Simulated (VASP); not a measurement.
Wanted: the native input for a VASP 6.6.1 run.

| Quantity | Value |
| --- | --- |
| Task | single point |
| Functional | r2SCAN |
| Potentials or basis | VASP PAW PBE potentials, release 64 (Ta_pv) |
| Cutoff | 520 eV |
| k mesh | 18 × 18 × 10 |
| Occupations | gaussian, width 0.15 eV |
| Spin | no spin polarisation |
| Dipole correction | no |
| Further INCAR settings | ALGO = Normal; EDIFF = 1e-06; NBANDS = 18 |

Ta:

```
CELL_PARAMETERS angstrom
2.90037 0.00000 0.00000
-1.45019 2.51180 0.00000
0.00000 0.00000 5.32126
ATOMIC_POSITIONS crystal
Ta 0.66667 0.33333 0.75000
Ta 0.33333 0.66667 0.25000
```

This cell differs from its parent crystal: strain +0.0300 x Voigt [0, 0, 1, 0, 0, 0].

These files were run (other wordings do the same):

POSCAR

```
Ta
1.0
    2.9003720726      0.0000000000      0.0000000000
   -1.4501860363      2.5117958953      0.0000000000
    0.0000000000      0.0000000000      5.3212622200
Ta
2
Direct
    0.6666666667      0.3333333333      0.7500000000
    0.3333333333      0.6666666667      0.2500000000
```

INCAR.step1

```
SYSTEM = Ta
ALGO = Normal
EDIFF = 1E-4
ENCUT = 520
GGA = PE
ISMEAR = 0
LASPH = .TRUE.
LCHARG = .FALSE.
LREAL = .FALSE.
LWAVE = .TRUE.
NBANDS = 18
NELM = 80
PREC = Accurate
SIGMA = 0.15
```

INCAR.step2

```
SYSTEM = Ta
ALGO = Normal
EDIFF = 1E-6
ENCUT = 520
ISIF = 2
ISMEAR = 0
ISTART = 1
LASPH = .TRUE.
LCHARG = .FALSE.
LMIXTAU = .TRUE.
LREAL = .FALSE.
LWAVE = .FALSE.
METAGGA = R2SCAN
NBANDS = 18
NELM = 80
PREC = Accurate
SIGMA = 0.15
```

KPOINTS

```
k-points
0
G
  18 18 10
  0 0 0
```

Potentials or basis: VASP PAW PBE potentials, release 64 (Ta_pv).

Run with:

```bash
$ cat potpaw_PBE.64/Ta_pv/POTCAR > POTCAR
$ cp INCAR.step1 INCAR
$ mpirun -np 1 vasp_std > vasp.out
$ cp INCAR.step2 INCAR
$ mpirun -np 1 vasp_std > vasp.out
```

It gave:

```
Pressure               : -7.6 GPa
Band gap on the k mesh : zero (band 11 reaches 6.56 eV, above the bottom of band 12 at 4.43 eV)
```

Caveat: the cell differs from its parent crystal (strain +0.0300 x Voigt [0, 0, 1, 0, 0, 0]); the PAW data sets were made with another functional, which shifts forces and pressure a little; spin-orbit coupling is left out, which moves the levels of the heavy elements.

Wall time 8.5 min on 1 thread of Intel Xeon 8259CL (shared host), peak memory 0.27 GiB.
